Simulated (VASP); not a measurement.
## C: relaxation of the atoms with PBE

The system is C, a slab with vacuum.

```xyz
6
Lattice="2.5173 0.0000 0.0000 0.0000 2.5173 0.0000 0.0000 0.0000 18.4500" Properties=species:S:1:pos:R:3 pbc="T T T"
C     0.0000    0.0000    7.0000
C     0.0000    1.2587    7.8900
C     1.2587    1.2587    8.7800
C     1.2587    2.5173    9.6700
C     0.0000    0.0000   10.5600
C     0.0000    1.2587   11.4500
```

| Property | Result |
| --- | --- |
| Program | VASP 6.6.1 |
| Task | relaxation of the atoms |
| Functional | PBE |
| Potentials or basis | VASP PAW PBE potentials, release 64 (C) |
| Cutoff | 520 eV |
| k mesh | 10 × 10 × 1 |
| Occupations | gaussian, width 0.03 eV |
| Spin | no spin polarisation |
| Dipole correction | yes |
| Further INCAR settings | ALGO = Normal; EDIFF = 1e-07; NELMDL = -8; IBRION = 2; EDIFFG = -0.01; NSW = 80 |

The energy gained by relaxing is 41.9 meV/atom and the ionic steps are 8. The largest force after relaxing is 0.003 eV/Å and the band gap on the k mesh is zero (bands 12 and 13 overlap by 0.73 eV).

Forces in eV/Å, atoms in the order of the input:
```
C    0.000  0.000 -0.001
C    0.000  0.000  0.003
C    0.000  0.000 -0.003
C    0.000  0.000  0.003
C    0.000  0.000 -0.003
C    0.000  0.000  0.001
```

The path:
```tsv
step	energy change (eV)	largest force (eV/Å)	pressure (GPa)
1	0.0000	2.4947	-4.97
2	0.0285	2.5177	-0.04
3	-0.2447	0.2266	-3.21
4	-0.2447	0.2034	-3.16
5	-0.2493	0.1510	-2.76
6	-0.2503	0.2166	-2.47
7	-0.2510	0.1578	-2.25
8	-0.2516	0.0031	-2.34
```

Final structure:
```
CELL_PARAMETERS angstrom
2.51730 0.00000 0.00000
0.00000 2.51730 0.00000
0.00000 0.00000 18.45000
ATOMIC_POSITIONS crystal
C 0.00000 0.00000 0.38311
C 0.00000 0.50000 0.42540
C 0.50000 0.50000 0.47660
C 0.50000 0.00000 0.52340
C 0.00000 0.00000 0.57460
C 0.00000 0.50000 0.61689
```

Levels at points of the mesh, in eV from the Fermi level:
| k point | band 10 | band 11 | band 12 | band 13 | band 14 | band 15 |
| --- | --- | --- | --- | --- | --- | --- |
| (0.00, 0.00, 0.00) | -2.04 | -0.81 | 0.36 | 2.34 | 4.54 | 4.74 |
| (0.50, 0.00, 0.00) | -3.55 | -1.53 | -0.07 | 0.26 | 1.00 | 7.83 |
| (0.00, 0.50, 0.00) | -2.75 | -1.31 | -1.31 | 3.93 | 3.93 | 8.56 |
| (0.50, 0.50, 0.00) | -7.00 | -1.87 | -1.87 | -0.22 | -0.22 | 7.17 |

Wall time 7.4 min on 1 thread of AMD EPYC 7R13, with other jobs on the host, peak memory 0.21 GiB.
